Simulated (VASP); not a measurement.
Write the native input for VASP 6.6.1 that does the following.

* Task: single point
* Functional: PBEsol
* Potentials or basis: VASP PAW PBE potentials, release 64 (Si, C)
* Cutoff: 520 eV
* k mesh: 10 × 10 × 10
* Occupations: gaussian, width 0.05 eV
* Spin: no spin polarisation
* Dipole correction: no
* Further INCAR settings: ALGO = Normal; EDIFF = 1e-07; NBANDS = 11

The structure of SiC lies in POSCAR:

```
SiC
1.0
    0.0000000000      2.1783945700      2.1783945700
    2.1783945700      0.0000000000      2.1783945700
    2.1783945700      2.1783945700      0.0000000000
Si C
1 1
Direct
   -0.0011779299      0.0082455093      0.0011779299
    0.7527543220      0.7307197463      0.7472456780
```

This cell differs from its parent crystal: mode 4 frozen in at -0.048 Å and mode 5 at -0.036 Å (largest displacements).

One way to write it, as run:

INCAR

```
SYSTEM = SiC
PREC = Accurate ; ENCUT = 520
EDIFF = 1E-7 ; ISMEAR = 0
SIGMA = 0.05 ; LREAL = .False.
LASPH = .True. ; NELM = 100
ALGO = Normal ; ISIF = 2
LWAVE = .False. ; LCHARG = .False.
GGA = PS ; NBANDS = 11
```

KPOINTS

```
Automatic mesh
0
Gamma
  10 10 10
  0 0 0
```

Potentials or basis: VASP PAW PBE potentials, release 64 (Si, C).

Command:

```console
$ cat potpaw_PBE.64/Si/POTCAR potpaw_PBE.64/C/POTCAR > POTCAR
$ mpirun -np 1 vasp_std > vasp.out
```

It gave:

* Pressure: 1.2 GPa
* Largest force: 1.671 eV/Å
* Band gap on the k mesh: 0.83 eV, indirect (least direct gap 4.26 eV)

Caveat: the cell differs from its parent crystal (mode 4 frozen in at -0.048 Å and mode 5 at -0.036 Å (largest displacements)); the PAW data sets were made with another functional, which shifts forces and pressure a little.

Run time: 28 s on 1 thread of Intel(R) Xeon(R) 6975P-C (Granite Rapids), with other jobs on the host, peak memory 0.22 GiB.
